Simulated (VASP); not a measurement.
# BN: single point with revPBE

The system is BN.

```
N B
1.0
     2.52138    0.00000    0.00000
    -1.26069    2.18358    0.00000
     0.00000    0.00000   10.27334
N B
2 2
Cartesian
  1.2607 0.7279 2.5683
  0.0000 1.4557 7.7050
  1.2607 0.7279 7.7050
  0.0000 1.4557 2.5683
```

```json
{
 "Program": "VASP 6.6.1",
 "Task": "single point",
 "Functional": "revPBE",
 "Potentials or basis": "VASP PAW PBE potentials, release 64 (N, B)",
 "Cutoff": "520 eV",
 "k mesh": "12 × 12 × 4",
 "Occupations": "fermi-dirac, width 0.05 eV",
 "Spin": "no spin polarisation",
 "Dipole correction": "no",
 "Further INCAR settings": "ALGO = Normal; EDIFF = 1e-07; NBANDS = 16"
}
```

The pressure is 0.0 GPa. The band gap on the k mesh is 4.33 eV, indirect (least direct gap 4.68 eV).

Stress tensor (GPa, compression positive):
```
 0.09  0.00  0.00
 0.00  0.09  0.00
 0.00  0.00 -0.07
```

Levels at points of the mesh, in eV from the valence-band top:
| k point | band 5 | band 6 | band 7 | band 8 | band 9 | band 10 | band 11 | band 12 |
| --- | --- | --- | --- | --- | --- | --- | --- | --- |
| (0.00, 0.00, 0.00) | -1.34 | -1.34 | -1.34 | -1.34 | 4.33 | 6.40 | 7.84 | 11.11 |
| (0.50, 0.00, 0.00) | -4.09 | -4.09 | -0.90 | -0.86 | 4.77 | 4.88 | 9.45 | 9.67 |
| (0.00, 0.00, 0.50) | -1.34 | -1.34 | -1.34 | -1.34 | 5.04 | 5.04 | 9.69 | 9.69 |
| (0.50, 0.00, 0.50) | -4.09 | -4.09 | -0.88 | -0.88 | 4.82 | 4.82 | 9.57 | 9.57 |

It took 57 s on 1 thread of Intel(R) Xeon(R) Platinum 8259CL CPU @ 2.50GHz (Skylake/Cascade Lake), on a shared host, peak memory 0.19 GiB.

Caveat: the PAW data sets were made with another functional, which shifts forces and pressure a little; this functional lacks dispersion, which binds the layers, so the pressure and a relaxed spacing across them are unreliable. A k mesh can miss the band edges.
